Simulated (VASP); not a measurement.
Write the native input for VASP 6.6.1 that does the following.

* Task: single point
* Functional: PBE
* Potentials or basis: VASP PAW PBE potentials, release 64 (Ag, Bi_d, Te, Se)
* Cutoff: 520 eV
* k mesh: 1 × 1 × 2, shifted
* Occupations: gaussian, width 0.1 eV
* Spin: no spin polarisation
* Dipole correction: no
* Further INCAR settings: ALGO = Normal; EDIFF = 1e-07; NBANDS = 27; ISYM = 0

The structure of AgBiTeSe lies in POSCAR:

```
AgBiTeSe
1.0
    4.2021930000      0.0000000000      0.0000000000
    0.0000000000      4.2021930000      0.0000000000
    0.0000000000      0.0000000000      6.2922500000
Ag Bi Te Se
1 1 1 1
Direct
    0.0000000000      0.0000000000      0.0000000000
    0.5000000000      0.5000000000      0.5000000000
    0.5000000000      0.5000000000      0.0000000000
    0.0000000000      0.0000000000      0.5000000000
```

One way to write it, as run:

INCAR

```
PREC = Accurate
ENCUT = 520
EDIFF = 1E-7
ISMEAR = 0
SIGMA = 0.1
LREAL = F
LASPH = T
NELM = 80
ALGO = Normal
ISIF = 2
LWAVE = F
LCHARG = T
GGA = PE
LELF = T
LVHAR = T
ISYM = 0
NBANDS = 27
```

KPOINTS

```
Automatic mesh
0
Gamma
  1 1 2
  0.98 0.49 0.7
```

Potentials or basis: VASP PAW PBE potentials, release 64 (Ag, Bi_d, Te, Se).

Command:

```console
$ cat potpaw_PBE.64/Ag/POTCAR potpaw_PBE.64/Bi_d/POTCAR potpaw_PBE.64/Te/POTCAR potpaw_PBE.64/Se/POTCAR > POTCAR
$ mpirun -np 1 vasp_std > vasp.out
```

It gave:

```
Pressure               : 9.4 GPa
Band gap on the k mesh : 0.20 eV, direct
```

Caveat: the k points lie up to 1.50 Å⁻¹ apart; spin-orbit coupling is left out, which moves the levels of the heavy elements.

It took 64 s on 1 thread of AMD EPYC 7R13 Processor (Zen 3), with other jobs on the host, peak memory 0.21 GiB.
